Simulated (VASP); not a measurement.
# PbS (P-6m2) in VASP: single point with LDA

Aim: the single point of PbS with LDA.

Program: VASP 6.6.1. These are calculated values, not measurements. Logs are shortened: lines on timing, memory, paths and dates and some standing lists are left out, and cuts for length are marked.

**1. The cell of the first run**

It takes space group P-6m2 (No. 187, hexagonal). The conventional cell has a = 4.090 Å, b = 4.090 Å, c = 3.788 Å, α = 90.00°, β = 90.00°, γ = 120.00°. Pb (site symmetry -6m2) has 6 S at 3.03 Å and 2 Pb at 3.79 Å within 4.0 Å. Within 4.0 Å of S (site symmetry -6m2) lie 6 Pb at 3.03 Å and 2 S at 3.79 Å.

**2. Single point, LDA**

Input file INCAR:

```
SYSTEM = PbS
ALGO = Normal ; EDIFF = 1E-6
ENCUT = 500 ; GGA = CA
GGA_COMPAT = .FALSE. ; ISIF = 2
ISMEAR = 0 ; LASPH = .TRUE.
LCHARG = .TRUE. ; LELF = .TRUE.
LREAL = .FALSE. ; LVHAR = .TRUE.
LWAVE = .FALSE. ; NBANDS = 17
NELM = 120 ; PREC = Accurate
SIGMA = 0.01
```

Input file KPOINTS:

```
k-points
0
G
  3 3 3
  0 0 0
```

Input file POSCAR:

```
PbS
1.0
    4.0896980000      0.0000000000      0.0000000000
   -2.0448490000      3.5417820000      0.0000000000
    0.0000000000      0.0000000000      3.7881670000
Pb S
1 1
Direct
    0.0000000000      0.0000000000      0.0000000000
    0.6666666667      0.3333333333      0.5000000000
```

Potentials or basis: VASP PAW LDA potentials, release 64 (Pb_d, S).

Launch:

```sh
> cat potpaw_LDA.64/Pb_d/POTCAR potpaw_LDA.64/S/POTCAR > POTCAR
> mpirun -np 1 vasp_std > vasp.out
```

OUTCAR:

```text
SYSTEM = PbS
   EDIFF = 1E-6
   ENCUT = 500
   GGA = CA
   ISIF = 2
   ISMEAR = 0
   LASPH = .TRUE.
   LREAL = .FALSE.
   NELM = 120
   PREC = Accurate

 ion  position               nearest neighbor table
   1  0.000  0.000  0.000-   2 3.03   2 3.03   2 3.03   2 3.03   2 3.03   2 3.03
   2  0.667  0.333  0.500-   1 3.03   1 3.03   1 3.03   1 3.03   1 3.03   1 3.03

  LATTYP: Found a hexagonal cell.
 ALAT       =     4.0896980000
 C/A-ratio  =     0.9262705950

  Lattice vectors:

 A1 = (   4.0896980000,   0.0000000000,   0.0000000000)
 A2 = (  -2.0448490000,   3.5417820000,   0.0000000000)
 A3 = (   0.0000000000,   0.0000000000,   3.7881670000)

Analysis of symmetry for initial positions (statically):
=====================================================================
 Subroutine PRICEL returns:
 Original cell was already a primitive cell.

 Routine SETGRP: Setting up the symmetry group for a
 hexagonal supercell.

 Subroutine GETGRP returns: Found 12 space group operations
 (whereof 12 operations were pure point group operations)
 out of a pool of 24 trial point group operations.

The static configuration has the point symmetry D_3h.

Analysis of symmetry for dynamics (positions and initial velocities):
=====================================================================
 Subroutine PRICEL returns:
 Original cell was already a primitive cell.

 Routine SETGRP: Setting up the symmetry group for a
 hexagonal supercell.

 Subroutine GETGRP returns: Found 12 space group operations
 (whereof 12 operations were pure point group operations)
 out of a pool of 24 trial point group operations.

The dynamic configuration has the point symmetry D_3h.

 Subroutine INISYM returns: Found 12 space group operations
 (whereof 12 operations are pure point group operations),
 and found     1 'primitive' translations

----------------------------------------------------------------------------------------

                                     Primitive cell

  volume of cell :      54.8709

  direct lattice vectors                    reciprocal lattice vectors
     4.089698000  0.000000000  0.000000000     0.244516832  0.141171873  0.000000000
    -2.044849000  3.541782000  0.000000000     0.000000000  0.282343747  0.000000000
     0.000000000  0.000000000  3.788167000     0.000000000  0.000000000  0.263979914

  length of vectors
     4.089698000  4.089697687  3.788167000     0.282343725  0.282343747  0.263979914

  position of ions in fractional coordinates (direct lattice)
     0.000000000  0.000000000  0.000000000
     0.666666667  0.333333333  0.500000000

  ion indices of the primitive-cell ions
   primitive index   ion index
                 1           1
                 2           2

----------------------------------------------------------------------------------------

 KPOINTS: k-points

Automatic generation of k-mesh.
 Grid dimensions read from file:
 generate k-points for:    3    3    3

 Generating k-lattice:

  Cartesian coordinates                     Fractional coordinates (reciprocal lattice)
     0.081505611  0.047057291  0.000000000     0.333333333 -0.000000000  0.000000000
     0.000000000  0.094114582  0.000000000     0.000000000  0.333333333  0.000000000
     0.000000000  0.000000000  0.087993305     0.000000000  0.000000000  0.333333333

  Length of vectors
     0.094114575  0.094114582  0.087993305

  Shift w.r.t. Gamma in fractional coordinates (k-lattice)
     0.000000000  0.000000000  0.000000000

 Subroutine IBZKPT returns following result:
 ===========================================

 Found      6 irreducible k-points:

 Following reciprocal coordinates:
            Coordinates               Weight
  0.000000  0.000000  0.000000      1.000000
  0.333333  0.000000  0.000000      6.000000
  0.333333  0.333333  0.000000      2.000000
  0.000000  0.000000  0.333333      2.000000
  0.333333  0.000000  0.333333     12.000000
  0.333333  0.333333  0.333333      4.000000
   k-points           NKPTS =      6   k-points in BZ     NKDIM =      6   number of bands    NBANDS=     17
   number of dos      NEDOS =    301   number of ions     NIONS =      2
   total plane-waves  NPLWV =  25200
   dimension x,y,z NGX =    30 NGY =   30 NGZ =   28
   dimension x,y,z NGXF=    60 NGYF=   60 NGZF=   56
   ions per type =               1   1
   NGX,Y,Z   is equivalent  to a cutoff of  12.19, 12.19, 12.29 a.u.
   NGXF,Y,Z  is equivalent  to a cutoff of  24.39, 24.39, 24.58 a.u.
 SYSTEM =  PbS
   PREC   = accura    normal or accurate (medium, high low for compatibility)
   ISTART =      0    job   : 0-new  1-cont  2-samecut
   ICHARG =      2    charge: 1-file 2-atom 10-const
   ISPIN  =      1    spin polarized calculation?
   LNONCOLLINEAR =      F non collinear calculations
   LSORBIT =      F    spin-orbit coupling
   LASPH  =      T    aspherical Exc in radial PAW
   ENCUT  =  500.0 eV  36.75 Ry    6.06 a.u.   7.46  7.46  6.91*2*pi/ulx,y,z
   NELM   =    120;   NELMIN=  2; NELMDL= -5     # of ELM steps
   EDIFF  = 0.1E-05   stopping-criterion for ELM
   LREAL  =      F    real-space projection
   EDIFFG = 0.1E-04   stopping-criterion for IOM
   NSW    =      0    number of steps for IOM
   IBRION =     -1    ionic relax: 0-MD 1-quasi-New 2-CG
   NFREE  =      0    steps in history (QN), initial steepest desc. (CG)
   ISIF   =      2    stress and relaxation
   ISYM   =      2    0-nonsym 1-usesym 2-fastsym
   POTIM  = 0.5000    time-step for ionic-motion
   TEBEG  =    0.0;   TEEND  =   0.0 temperature during run
   PSTRESS=    0.0 pullay stress
   NELECT =      20.0000    total number of electrons
   NUPDOWN=      -1.0000    fix difference up-down
   EMIN   =  10.00;   EMAX   =-10.00  energy-range for DOS
   EFERMI =   0.00;   METHOD = LEGACY
   ISMEAR =     0;   SIGMA  =   0.01  broadening in eV -4-tet -1-fermi 0-gaus
   EFERMI_NEDOS =   21; number of points for ismear=-14 and -15
   IALGO  =     38    algorithm
   IMIX   =      4    mixing-type and parameters
     AMIX     =   0.40;   BMIX     =  1.00
     AMIX_MAG =   1.60;   BMIX_MAG =  1.00
  volume/ion in A,a.u.               =      27.44       185.14
  Fermi-wavevector in a.u.,A,eV,Ry     =   1.169421  2.209885 18.606576  1.367545
  Thomas-Fermi vector in A             =   2.305894
   LORBIT       =      0    0 simple, 1 ext, 2 COOP (PROOUT), +10 PAW based schemes
   GGA     = CA    functional components
   LHFCALC =     F    Hartree Fock is set to
   AEXX    =    0.0000 exact exchange contribution
   IVDW    =     0    specifies the selected vdW correction
   LEPSILON=     F    determine dielectric tensor
   LRPA    =     F    only Hartree local field effects (RPA)
 non-spin polarized calculation
 Gauss-broadening in eV      SIGMA  =   0.01
  energy-cutoff  :      500.00
  volume of cell :       54.87
 maximum number of plane-waves:      1409
 NGX is ok and might be reduce to    30
   NGX = 15   NGY = 15   NGZ = 13

 number of electron      19.9999998 magnetization

 Free energy of the ion-electron system (eV)
  ---------------------------------------------------
  ext. energy  EPLUGINS =         0.00000000
  ---------------------------------------------------
  free energy    TOTEN  =        -9.74101389 eV

  energy without entropy =       -9.74101389  energy(sigma->0) =       -9.74101389

 E-fermi :   5.1264     XC(G=0):  -9.7902

 val. band max:        5.0770075510   @ k =   0.3333   0.3333   0.0000
 cond. band min:       5.6448469911   @ k =   0.3333   0.3333   0.3333
 fundamental gap:      0.5678394401
 Fermi energy:         5.1264379890

 k-point     1 :       0.0000    0.0000    0.0000
  band No.  band energies     occupation
      1     -11.8758      2.00000
      2     -11.8557      2.00000
      3     -11.8557      2.00000
      4     -11.7556      2.00000
      5     -11.7556      2.00000
      6      -8.1860      2.00000
[... 9 lines left out ...]
     16      15.9061      0.00000
     17      15.9077      0.00000

 k-point     2 :       0.3333    0.0000    0.0000
  band No.  band energies     occupation
      1     -11.8843      2.00000
      2     -11.8447      2.00000
      3     -11.8069      2.00000
      4     -11.7805      2.00000
      5     -11.7610      2.00000
      6      -7.4312      2.00000
[... 9 lines left out ...]
     16      15.6229      0.00000
     17      16.0171      0.00000

 k-point     3 :       0.3333    0.3333    0.0000
  band No.  band energies     occupation
      1     -11.8520      2.00000
      2     -11.8411      2.00000
      3     -11.8177      2.00000
      4     -11.7826      2.00000
      5     -11.7740      2.00000
      6      -6.8796      2.00000
[... 9 lines left out ...]
     16      13.7987      0.00000
     17      13.8069      0.00000

 k-point     4 :       0.0000    0.0000    0.3333
  band No.  band energies     occupation
      1     -11.8492      2.00000
      2     -11.8492      2.00000
      3     -11.7907      2.00000
      4     -11.7907      2.00000
      5     -11.7845      2.00000
      6      -7.4395      2.00000
[... 9 lines left out ...]
     16      13.0365      0.00000
     17      14.4891      0.00000

 k-point     5 :       0.3333    0.0000    0.3333
  band No.  band energies     occupation
      1     -11.8695      2.00000
      2     -11.8430      2.00000
      3     -11.8037      2.00000
      4     -11.7980      2.00000
      5     -11.7528      2.00000
      6      -6.8415      2.00000
[... 9 lines left out ...]
     16      14.9328      0.00000
     17      16.9356      0.00000

 k-point     6 :       0.3333    0.3333    0.3333
  band No.  band energies     occupation
      1     -11.8681      2.00000
      2     -11.8240      2.00000
      3     -11.8183      2.00000
      4     -11.8138      2.00000
      5     -11.7431      2.00000
      6      -6.4778      2.00000
[... 9 lines left out ...]
     16      16.2814      0.00000
     17      17.0005      0.00000

------------------------ aborting loop because EDIFF is reached ----------------------------------------

  FORCE on cell =-STRESS in cart. coord.  units (eV):
  Direction    XX          YY          ZZ          XY          YZ          ZX
  --------------------------------------------------------------------------------------
  -------------------------------------------------------------------------------------
  Total       -1.5467825     -1.5467821     -1.8441100      0.0000000      0.0000000      0.0000000
  in kB      -45.1645447    -45.1645355    -53.8462208      0.0000000      0.0000000      0.0000000
  external PRESSURE =     -48.0584337 kB  Pullay stress =       0.0000000 kB

 VOLUME and BASIS-vectors are now :
 -----------------------------------------------------------------------------
  energy-cutoff  :      500.00
  volume of cell :       54.87
      direct lattice vectors                 reciprocal lattice vectors
     4.089698000  0.000000000  0.000000000     0.244516832  0.141171873  0.000000000
    -2.044849000  3.541782000  0.000000000     0.000000000  0.282343747  0.000000000
     0.000000000  0.000000000  3.788167000     0.000000000  0.000000000  0.263979914

 POSITION                                       TOTAL-FORCE (eV/Angst)
 -----------------------------------------------------------------------------------
      0.00000      0.00000      0.00000        -0.000000     -0.000000      0.000000
      2.04485      1.18059      1.89408         0.000000      0.000000      0.000000
 -----------------------------------------------------------------------------------
    total drift:                               -0.000000      0.000000      0.000000

  FREE ENERGIE OF THE ION-ELECTRON SYSTEM (eV)
  ---------------------------------------------------
  free  energy   TOTEN  =        -9.7410138877 eV

  energy  without entropy=       -9.7410138877  energy(sigma->0) =       -9.74101389
```

It took 9.1 s on 1 thread of Intel Xeon 8259CL, shared host; peak memory 0.14 GiB.

Results:

```
Free energy            : -9.7410 eV
Pressure               : -4.8 GPa
Band gap on the k mesh : 0.57 eV, indirect (least direct gap 1.60 eV)
```

Levels at points of the mesh, in eV from the valence-band top:
```tsv
k point	band 8	band 9	band 10	band 11	band 12	band 13
(0.00, 0.00, 0.00)	-2.31	-1.80	-1.80	3.23	3.23	5.05
```

Caveat: the k points lie up to 0.59 Å⁻¹ apart; spin-orbit coupling is left out, which moves the levels of the heavy elements.
